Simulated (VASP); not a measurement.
# Si16C (a cell with a defect) in VASP: single point with PBE

Aim: the single point of Si16C (a cell with a defect) with PBE.

All numbers are computed with VASP 6.6.1; they aren't measurements. Logs are shortened: lines on timing, memory, paths and dates and some standing lists are left out, and cuts for length are marked.

**1. The cell of the first run**

The cell holds a defect, 17 atoms: a = 7.679 Å, b = 7.679 Å, c = 7.679 Å, α = 60.00°, β = 60.00°, γ = 60.00°.

**2. Single point, PBE, collinear spin, ferromagnetic start**

The input, INCAR:

```
ALGO = Normal
EDIFF = 1E-6
ENCUT = 520
GGA = PE
ISIF = 2
ISMEAR = -1
ISPIN = 2
LASPH = T
LCHARG = F
LORBIT = 11
LREAL = Auto
LWAVE = F
MAGMOM = 0 0 0 0 0 0 0 0 0 0 0 0 0 0 0 0 1
NBANDS = 52
NELM = 150
PREC = Accurate
SIGMA = 0.02
```

The input, KPOINTS:

```
k-points
0
Gamma
  2 2 2
```

The input, POSCAR:

```
Si16C
1.0
    0.0000000000      5.4300000000      5.4300000000
    5.4300000000      0.0000000000      5.4300000000
    5.4300000000      5.4300000000      0.0000000000
Si C
16 1
Direct
    0.0478147366      0.0007417933     -0.0187074055
    0.1449869095      0.1213111599      0.1308184731
    0.0090351560      0.0107853758      0.5039155058
    0.1474616087      0.1363345199      0.6128452982
   -0.0186502277      0.4803797458     -0.0219423138
    0.0683524217      0.5719023182      0.1567389181
    0.0051242993      0.5041899556      0.5044882527
    0.1392014465      0.6382866072      0.6111124303
    0.5189082926      0.0184056949     -0.0050085534
    0.6521754534      0.1529765762      0.1019824755
    0.5208954072      0.0201745508      0.4765462858
    0.6357304489      0.1352534882      0.6205503782
    0.4995153379      0.5486435275     -0.0187647936
    0.6220991751      0.6443730682      0.1302527994
    0.5117967753      0.5086581781      0.5033539615
    0.6372514453      0.6466503682      0.6128981302
    0.2318902136      0.7329200722      0.9729149575
```

Potentials or basis: VASP PAW PBE potentials, release 64 (Si, C).

Run with:

```bash
cat potpaw_PBE.64/Si/POTCAR potpaw_PBE.64/C/POTCAR > POTCAR
mpirun -np 1 vasp_std > vasp.out
```

OUTCAR:

```text
EDIFF = 1E-6
   ENCUT = 520
   GGA = PE
   ISIF = 2
   ISMEAR = -1
   ISPIN = 2
   LASPH = T
   LORBIT = 11
   LREAL = Auto
   NELM = 150
   PREC = Accurate

 ion  position               nearest neighbor table
   1  0.048  0.001  0.981-  17 1.83   2 2.31   4 2.32  10 2.48   6 2.82
   2  0.145  0.121  0.131-   5 2.31   1 2.31   3 2.34   9 2.35
   3  0.009  0.011  0.504-   8 2.34   4 2.34  12 2.34   2 2.34
   4  0.147  0.136  0.613-   7 2.31   1 2.32   3 2.34  11 2.34
   5  0.981  0.480  0.978-   6 2.27   2 2.31  14 2.31   8 2.35
   6  0.068  0.572  0.157-  17 1.77   5 2.27   7 2.28   1 2.82  13 2.83
   7  0.005  0.504  0.504-   6 2.28   4 2.31  16 2.31   8 2.35
   8  0.139  0.638  0.611-   3 2.34  15 2.34   5 2.35   7 2.35
   9  0.519  0.018  0.995-   2 2.35  14 2.35  12 2.35  10 2.35
  10  0.652  0.153  0.102-  11 2.35   9 2.35   1 2.48  13 2.48
  11  0.521  0.020  0.477-   4 2.34  16 2.34  12 2.35  10 2.35
  12  0.636  0.135  0.621-   3 2.34  15 2.34  11 2.35   9 2.35
  13  0.500  0.549  0.981-  17 1.83  14 2.31  16 2.32  10 2.48   6 2.83
  14  0.622  0.644  0.130-   5 2.31  13 2.31  15 2.34   9 2.35
  15  0.512  0.509  0.503-   8 2.34  16 2.34  14 2.34  12 2.34
  16  0.637  0.647  0.613-   7 2.31  13 2.32  15 2.34  11 2.34
  17  0.232  0.733  0.973-   6 1.77  13 1.83   1 1.83

  LATTYP: Found a face centered cubic cell.
 ALAT       =    10.8600000000

  Lattice vectors:

 A1 = (   0.0000000000,   5.4300000000,   5.4300000000)
 A2 = (   5.4300000000,   0.0000000000,   5.4300000000)
 A3 = (   5.4300000000,   5.4300000000,   0.0000000000)

Analysis of symmetry for initial positions (statically):
=====================================================================
 Subroutine PRICEL returns:
 Original cell was already a primitive cell.

 Routine SETGRP: Setting up the symmetry group for a
 face centered cubic supercell.

 Subroutine GETGRP returns: Found  1 space group operations
 (whereof  1 operations were pure point group operations)
 out of a pool of 48 trial point group operations.

The static configuration has the point symmetry C_1 .

Analysis of symmetry for dynamics (positions and initial velocities):
=====================================================================
 Subroutine PRICEL returns:
 Original cell was already a primitive cell.

 Routine SETGRP: Setting up the symmetry group for a
 face centered cubic supercell.

 Subroutine GETGRP returns: Found  1 space group operations
 (whereof  1 operations were pure point group operations)
 out of a pool of 48 trial point group operations.

The dynamic configuration has the point symmetry C_1 .

Analysis of structural, dynamic, and magnetic symmetry:
=====================================================================
 Subroutine PRICEL returns:
 Original cell was already a primitive cell.

 Routine SETGRP: Setting up the symmetry group for a
 face centered cubic supercell.

 Subroutine GETGRP returns: Found  1 space group operations
 (whereof  1 operations were pure point group operations)
 out of a pool of 48 trial point group operations.

The overall configuration has the point symmetry C_1 .

 Subroutine INISYM returns: Found  1 space group operations
 (whereof  1 operations are pure point group operations),
 and found     1 'primitive' translations

----------------------------------------------------------------------------------------

                                     Primitive cell

  volume of cell :     320.2060

  direct lattice vectors                    reciprocal lattice vectors
     0.000000000  5.430000000  5.430000000    -0.092081031  0.092081031  0.092081031
     5.430000000  0.000000000  5.430000000     0.092081031 -0.092081031  0.092081031
     5.430000000  5.430000000  0.000000000     0.092081031  0.092081031 -0.092081031

  length of vectors
     7.679179644  7.679179644  7.679179644     0.159489025  0.159489025  0.159489025

  position of ions in fractional coordinates (direct lattice)
     0.047814737  0.000741793  0.981292594
     0.144986909  0.121311160  0.130818473
     0.009035156  0.010785376  0.503915506
     0.147461609  0.136334520  0.612845298
     0.981349772  0.480379746  0.978057686
     0.068352422  0.571902318  0.156738918
[... 9 lines left out ...]
     0.637251445  0.646650368  0.612898130
     0.231890214  0.732920072  0.972914958
[... 63 lines left out ...]
   NGX,Y,Z   is equivalent  to a cutoff of  12.99, 12.99, 12.99 a.u.
   NGXF,Y,Z  is equivalent  to a cutoff of  25.98, 25.98, 25.98 a.u.
 SYSTEM =  unknown system
   PREC   = accura    normal or accurate (medium, high low for compatibility)
   ISTART =      0    job   : 0-new  1-cont  2-samecut
   ICHARG =      2    charge: 1-file 2-atom 10-const
   ISPIN  =      2    spin polarized calculation?
   LNONCOLLINEAR =      F non collinear calculations
   LSORBIT =      F    spin-orbit coupling
   LASPH  =      T    aspherical Exc in radial PAW
   ENCUT  =  520.0 eV  38.22 Ry    6.18 a.u.  14.28 14.28 14.28*2*pi/ulx,y,z
   NELM   =    150;   NELMIN=  2; NELMDL= -5     # of ELM steps
   EDIFF  = 0.1E-05   stopping-criterion for ELM
   LREAL  =      T    real-space projection
   EDIFFG = 0.1E-04   stopping-criterion for IOM
   NSW    =      0    number of steps for IOM
   IBRION =     -1    ionic relax: 0-MD 1-quasi-New 2-CG
   NFREE  =      0    steps in history (QN), initial steepest desc. (CG)
   ISIF   =      2    stress and relaxation
   ISYM   =      2    0-nonsym 1-usesym 2-fastsym
   POTIM  = 0.5000    time-step for ionic-motion
   TEBEG  =    0.0;   TEEND  =   0.0 temperature during run
   PSTRESS=    0.0 pullay stress
   NELECT =      68.0000    total number of electrons
   NUPDOWN=      -1.0000    fix difference up-down
   EMIN   =  10.00;   EMAX   =-10.00  energy-range for DOS
   EFERMI =   0.00;   METHOD = LEGACY
   ISMEAR =    -1;   SIGMA  =   0.02  broadening in eV -4-tet -1-fermi 0-gaus
   EFERMI_NEDOS =   21; number of points for ismear=-14 and -15
   IALGO  =     38    algorithm
   IMIX   =      4    mixing-type and parameters
     AMIX     =   0.40;   BMIX     =  1.00
     AMIX_MAG =   1.60;   BMIX_MAG =  1.00
  volume/ion in A,a.u.               =      18.84       127.11
  Fermi-wavevector in a.u.,A,eV,Ry     =   0.976715  1.845724 12.979587  0.953973
  Thomas-Fermi vector in A             =   2.107356
   LORBIT       =     11    0 simple, 1 ext, 2 COOP (PROOUT), +10 PAW based schemes
   GGA     = PE    functional components
   LHFCALC =     F    Hartree Fock is set to
   AEXX    =    0.0000 exact exchange contribution
   IVDW    =     0    specifies the selected vdW correction
   LEPSILON=     F    determine dielectric tensor
   LRPA    =     F    only Hartree local field effects (RPA)
 spin polarized calculation
  energy-cutoff  :      520.00
  volume of cell :      320.21
 maximum number of plane-waves:      8646
 NGX is ok and might be reduce to    60
   NGX = 29   NGY = 29   NGZ = 29

 number of electron      67.9999999 magnetization       0.0005717

 number of electron      67.9999999 magnetization      -0.0000350

 Free energy of the ion-electron system (eV)
  ---------------------------------------------------
  ext. energy  EPLUGINS =         0.00000000
  ---------------------------------------------------
  free energy    TOTEN  =       -91.10962505 eV

  energy without entropy =      -91.10722567  energy(sigma->0) =      -91.10842536

 E-fermi :   6.3311     XC(G=0):  -9.5580

 val. band max:        6.2765894750   @ k =   0.5000   0.5000   0.5000
 cond. band min:       6.3850345655   @ k =   0.0000   0.0000   0.0000
 fundamental gap:      0.1084450905
 Fermi energy:         6.3311159673

 spin component 1

 k-point     1 :       0.0000    0.0000    0.0000
  band No.  band energies     occupation
      1      -7.0582      1.00000
      2      -5.3217      1.00000
      3      -3.8596      1.00000
      4      -3.8174      1.00000
      5      -3.7196      1.00000
      6      -2.9365      1.00000
[... 381 lines left out ...]
     45      10.1328      0.00000
     46      10.2192      0.00000
 Fermi energy:         6.3311159673

 spin component 2

 k-point     1 :       0.0000    0.0000    0.0000
  band No.  band energies     occupation
      1      -7.0582      1.00000
      2      -5.3217      1.00000
      3      -3.8596      1.00000
      4      -3.8174      1.00000
      5      -3.7196      1.00000
      6      -2.9365      1.00000
[... 381 lines left out ...]
     45      10.1328      0.00000
     46      10.2192      0.00000
 [bands above 46 left out]

------------------------ aborting loop because EDIFF is reached ----------------------------------------

  FORCE on cell =-STRESS in cart. coord.  units (eV):
  Direction    XX          YY          ZZ          XY          YZ          ZX
  --------------------------------------------------------------------------------------
  -------------------------------------------------------------------------------------
  Total        5.7437454      5.7243720     13.6904613      1.9926667      0.1924126      0.2315341
  in kB       28.7393062     28.6423695     68.5013578      9.9704731      0.9627523      1.1585000
  external PRESSURE =      41.9610112 kB  Pullay stress =       0.0000000 kB

 VOLUME and BASIS-vectors are now :
 -----------------------------------------------------------------------------
  energy-cutoff  :      520.00
  volume of cell :      320.21
      direct lattice vectors                 reciprocal lattice vectors
     0.000000000  5.430000000  5.430000000    -0.092081031  0.092081031  0.092081031
     5.430000000  0.000000000  5.430000000     0.092081031 -0.092081031  0.092081031
     5.430000000  5.430000000  0.000000000     0.092081031  0.092081031 -0.092081031

 POSITION                                       TOTAL-FORCE (eV/Angst)
 -----------------------------------------------------------------------------------
      5.33245      5.58805      0.26366         0.005475      0.004708      0.008345
      1.36906      1.49762      1.44600        -0.001763     -0.015142      0.002189
      2.79483      2.78532      0.10763        -0.006516     -0.002444      0.012436
      4.06805      4.12847      1.54101         0.021156      0.010704     -0.000846
      7.91932     10.63958      7.93719         0.014906      0.004345      0.004245
      3.95652      1.22225      3.47658        -0.023352      0.003107     -0.018170
[... 9 lines left out ...]
      6.83935      6.78831      6.97159         0.008677      0.004841      0.002117
      9.26268      6.54209      5.23892        -0.003574     -0.013088     -0.010593
 -----------------------------------------------------------------------------------
    total drift:                               -0.001713     -0.000390      0.007230

  FREE ENERGIE OF THE ION-ELECTRON SYSTEM (eV)
  ---------------------------------------------------
  free  energy   TOTEN  =       -91.1096250537 eV

  energy  without entropy=      -91.1072256680  energy(sigma->0) =      -91.10842536

 total charge

# of ion       s       p       d       tot
------------------------------------------
    1        0.748   0.922   0.000   1.670
    2        0.748   0.959   0.000   1.708
    3        0.741   0.959   0.000   1.700
    4        0.753   0.952   0.000   1.705
    5        0.751   0.973   0.000   1.725
    6        0.790   0.923   0.000   1.713
[... 9 lines left out ...]
   16        0.753   0.952   0.000   1.705
   17        0.885   1.601   0.000   2.486
--------------------------------------------------
tot         12.871  16.772   0.000  29.643

 magnetization (x)

# of ion       s       p       d       tot
------------------------------------------
    1       -0.000  -0.000   0.000  -0.000
    2       -0.000   0.000   0.000  -0.000
    3       -0.000  -0.000   0.000  -0.000
    4       -0.000   0.000   0.000  -0.000
    5        0.000   0.000   0.000   0.000
    6       -0.000  -0.000   0.000  -0.000
[... 9 lines left out ...]
   16       -0.000   0.000   0.000  -0.000
   17        0.000   0.000   0.000   0.000
--------------------------------------------------
tot         -0.000  -0.000   0.000  -0.000
```

Wall time 4.9 min (1 thread of Intel Xeon 6975P-C (Granite Rapids), shared host); peak memory 0.69 GiB.

What came out:

```
Free energy                                           : -91.1096 eV
Pressure                                              : 4.2 GPa
Largest force                                         : 0.030 eV/Å
Band gap on the k mesh                                : zero (filled and empty bands overlap)
Net moment                                            : 0.00 μB per cell
Valence electrons inside the program's atomic spheres : Si 1.67, 1.71, 1.70, 1.73, 1.69, 1.65; C 2.49
```

Forces in eV/Å, atoms in the order of the input:
```
Si   0.005  0.005  0.008
Si  -0.002 -0.015  0.002
Si  -0.007 -0.002  0.012
Si   0.021  0.011 -0.001
Si   0.015  0.004  0.004
Si  -0.023  0.003 -0.018
Si  -0.003 -0.003 -0.002
Si  -0.003 -0.002 -0.012
Si   0.004  0.009  0.002
Si  -0.010  0.002  0.002
Si  -0.008 -0.005  0.000
Si   0.007 -0.002 -0.004
Si   0.007  0.016  0.009
Si  -0.007 -0.009  0.001
Si  -0.002 -0.004  0.004
Si   0.009  0.005  0.002
C   -0.004 -0.013 -0.011
```

Stress tensor (GPa, compression positive):
```
2.87 1.00 0.12
1.00 2.86 0.10
0.12 0.10 6.85
```

Levels at points of the mesh, in eV from the Fermi level:
Spin up:
```
           k point  band 30  band 31  band 32  band 33  band 34  band 35  band 36  band 37  band 38  band 39
(0.00, 0.00, 0.00)    -1.39    -1.21    -0.79    -0.49    -0.46    -0.38     0.05     0.33     0.53     0.66
(0.50, 0.00, 0.00)    -1.57    -1.38    -1.27    -0.99    -0.21     0.68     0.73     1.07     1.13     1.21
(0.00, 0.50, 0.00)    -1.56    -1.39    -1.27    -1.00    -0.21     0.71     0.73     1.08     1.12     1.21
(0.00, 0.00, 0.50)    -1.73    -1.21    -1.19    -1.09    -0.13     0.61     0.73     1.04     1.07     1.28
(0.50, 0.50, 0.50)    -1.71    -1.28    -1.27    -0.96    -0.05     0.54     0.69     0.95     1.13     1.22
(0.50, 0.50, 0.00)    -1.81    -1.79    -1.72    -1.10     0.30     0.52     0.99     1.44     1.78     1.81
(0.00, 0.50, 0.50)    -1.86    -1.80    -1.68    -0.98    -0.84     0.84     1.14     1.40     1.92     2.07
(0.50, 0.00, 0.50)    -1.86    -1.80    -1.68    -0.98    -0.85     0.85     1.13     1.40     1.92     2.08
```
Spin down:
```
           k point  band 31  band 32  band 33  band 34  band 35  band 36  band 37  band 38
(0.00, 0.00, 0.00)    -1.21    -0.79    -0.49    -0.46    -0.38     0.05     0.33     0.53
(0.50, 0.00, 0.00)    -1.38    -1.27    -0.99    -0.21     0.68     0.73     1.07     1.13
(0.00, 0.50, 0.00)    -1.39    -1.27    -1.00    -0.21     0.71     0.73     1.08     1.12
(0.00, 0.00, 0.50)    -1.21    -1.19    -1.09    -0.13     0.61     0.73     1.04     1.07
(0.50, 0.50, 0.50)    -1.28    -1.27    -0.96    -0.05     0.54     0.69     0.95     1.13
(0.50, 0.50, 0.00)    -1.79    -1.72    -1.10     0.30     0.52     0.99     1.44     1.78
(0.00, 0.50, 0.50)    -1.80    -1.68    -0.98    -0.84     0.84     1.14     1.40     1.92
(0.50, 0.00, 0.50)    -1.80    -1.68    -0.98    -0.85     0.85     1.13     1.40     1.92
```

Caveat: the k points lie up to 0.50 Å⁻¹ apart.
